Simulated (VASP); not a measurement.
TlBr:

```
Tl Br
1.0
     3.99491    0.00000    0.00000
     0.00000    3.99491    0.00000
     0.00000    0.00000    3.99491
Tl Br
1 1
Direct
  0.00000 0.00000 0.00000
  0.50000 0.50000 0.50000
```

Program: VASP 6.6.1. Alike in all runs: task single point; potentials or basis VASP PAW PBE potentials, release 64 (Tl_d, Br); no spin polarisation; cell as given; smearing gaussian 0.01 eV.

Question: Order these runs on this cell by their band gap on the k mesh, lowest first.
A. level PBE; k mesh 6 × 6 × 6; cutoff (eV) 500
B. level HSE06; k mesh 4 × 4 × 4; cutoff (eV) 400; grid for exact exchange (PRECFOCK) Normal; share of exact exchange 0.25; screening parameter 0.2079 1/Å
C. level r2SCAN; k mesh 6 × 6 × 6; cutoff (eV) 550

Answer: A (1.89 eV), C (2.33 eV), B (2.59 eV).

Caveats: spin-orbit coupling is left out, which moves the levels of the heavy elements.

A k mesh can miss the band edges.
